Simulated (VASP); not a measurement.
Runs of VASP 6.6.1 on BP. The structure is that of space group F-43m (No. 216), or close to it. The cells are those of the table. 

| cell | gap on the mesh (eV) | pressure (GPa) |
| --- | --- | --- |
| a = 3.241, b = 3.209 Å, angles 60.3, 59.3, 60.3°, 2 atoms | 1.32 | -3.9 |
| a = 3.237, b = 3.209 Å, angles 60.3, 59.4, 60.3°, 2 atoms | 1.33 | (a) |
| a = 3.177, b = 3.209 Å, angles 59.7, 60.7, 59.7°, 2 atoms | 1.10 | 2.8 |
| a = 3.225, b = 3.209 Å, angles 60.2, 59.7, 60.2°, 2 atoms | 1.38 | -2.3 |
| a = 3.193, b = 3.209 Å, angles 59.8, 60.3, 59.8°, 2 atoms | 1.27 | 1.0 |
| a = 3.201, b = 3.209 Å, angles 59.9, 60.2, 59.9°, 2 atoms | 1.36 | 0.2 |
| a = 3.185, b = 3.209 Å, angles 59.8, 60.5, 59.8°, 2 atoms | 1.19 | 1.9 |
| a = 3.233, b = 3.209 Å, angles 60.2, 59.5, 60.2°, 2 atoms | (c) | (b) |

Alike in all rows: task single point; level r2SCAN; potentials or basis VASP PAW PBE potentials, release 64 (B, P); no spin polarisation; k mesh 10 × 10 × 10; cutoff (eV) 520; smearing gaussian 0.05 eV.

Question: Fill in the values left out.

Answer: (a) -3.5; (b) -3.1; (c) 1.35.

Caveats: the PAW data sets were made with another functional, which shifts forces and pressure a little.

A k mesh can miss the band edges.
